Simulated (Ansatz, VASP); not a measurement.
**One calculation of AlNi, two programs**

The input INCAR:

```
SYSTEM = AlNi
PREC = Accurate ; ENCUT = 520
EDIFF = 1E-7 ; ISMEAR = 0
SIGMA = 0.15 ; LREAL = .FALSE.
LASPH = .TRUE. ; NELM = 100
ALGO = Fast ; ISIF = 2
LWAVE = .FALSE. ; LCHARG = .FALSE.
GGA = PE ; NBANDS = 14
```

The input KPOINTS:

```
Automatic mesh
0
G
  12 12 12
  0 0 0
```

POSCAR

```
AlNi
1.0
    2.8930835342      0.0000000000      0.0000000000
    0.0000000000      2.8930835342      0.0000000000
    0.0000000000      0.0000000000      2.8930835342
Al Ni
1 1
Direct
    0.0015505140      0.0065010871      0.0101533062
    0.4984494860      0.4934989129      0.4898466938
```

Input for Ansatz:

```yaml
crystal:
  lattice:
    - [2.8930835342, 0.0, 0.0]
    - [0.0, 2.8930835342, 0.0]
    - [0.0, 0.0, 2.8930835342]
  atoms:
    - { symbol: Al, position: [0.001550514, 0.0065010871, 0.0101533062] }
    - { symbol: Ni, position: [0.498449486, 0.4934989129, 0.4898466938] }
basis:
  ecutwfc: 420
kpoints:
  mp_grid: { grid: [12, 12, 12] }
hamiltonian:
  xc: pbe
scf:
  occupations: { method: gaussian, width: 0.15 }
output:
  forces: true
  stress: true
  eigenvalues: true
```

Change from the starting cell: all atoms moved at random, sigma 0.05 Å a component.

Alike in both runs: task single point; functional PBE; k mesh 12 × 12 × 12; occupations gaussian, width 0.15 eV; no spin polarisation.

|  | VASP | Ansatz |
| --- | --- | --- |
| version | VASP 6.6.1 | Ansatz 0.2.0 |
| potentials or method | VASP PAW PBE potentials, release 64 (Al, Ni), cutoff 520 eV | scalar-relativistic, plane waves, PAW |
| valence electrons in the cell | 13 | 21 |

```csv
,VASP,Ansatz,Ansatz less VASP
gap on the k mesh at the Fermi level (eV),none,none,-
pressure (GPa),0.4,0.4,-0.05
"traceless stress, the component that is largest in VASP (GPa)",0.31,0.31,-0.001
rms of the force components (eV/Å),0.233,0.231,-0.0010
```

Atom by atom the forces differ by 0.001 eV/Å (rms over components). A gap of «none» marks a metal or a gap that the smearing closes. The functional is the same, so the differences come from potentials, cutoffs and numerics. VASP's potentials hold 13 valence electrons a cell and Ansatz's 21, so a difference there can come from the potentials and not from the codes.
